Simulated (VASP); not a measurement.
Write the native input for VASP 6.6.1 that does the following.

- Task: single point
- Functional: PBE
- Potentials or basis: VASP PAW PBE potentials, release 64 (La, O)
- Cutoff: 520 eV
- k mesh: 5 × 5 × 8
- Occupations: fermi-dirac, width 0.05 eV
- Spin: no spin polarisation
- Dipole correction: no
- Further INCAR settings: ALGO = Normal; EDIFF = 1e-07; NBANDS = 28

The structure of La2O3 lies in POSCAR:

```
La2O3
1.0
    6.2402306599      0.0000000000      0.0000000000
   -3.1201153299      5.4041982769      0.0000000000
    0.0000000000      0.0000000000      3.2227346680
La O
2 3
Direct
    0.6666666667      0.3333333333      0.4981030000
    0.3333333333      0.6666666667      0.5018970000
    0.5046070000      0.0000000000      0.0000000000
    0.0000000000      0.5046070000      0.0000000000
    0.4953930000      0.4953930000      0.0000000000
```

This cell differs from its parent crystal: volume scaled by 0.94.

One way to write it, as run:

INCAR

```
PREC = Accurate ; ENCUT = 520
EDIFF = 1E-7 ; ISMEAR = -1
SIGMA = 0.05 ; LREAL = F
LASPH = T ; NELM = 80
ALGO = Normal ; ISIF = 2
LWAVE = F ; LCHARG = T
GGA = PE ; LELF = T
LVHAR = T ; NBANDS = 28
```

KPOINTS

```
regular mesh
0
Gamma
  5 5 8
```

Potentials or basis: VASP PAW PBE potentials, release 64 (La, O).

The run is started by

```sh
$ cat potpaw_PBE.64/La/POTCAR potpaw_PBE.64/O/POTCAR > POTCAR
$ mpirun -np 1 vasp_std > vasp.out
```

It gave:

```
Pressure               : 6.2 GPa
Largest force          : 0.023 eV/Å
Band gap on the k mesh : 1.32 eV, indirect (least direct gap 1.95 eV)
```

Caveat: spin-orbit coupling is left out, which moves the levels of the heavy elements.

It took 92 s on 1 thread of AMD EPYC 7R13 Processor (Zen 3), with other jobs on the host, peak memory 0.25 GiB.
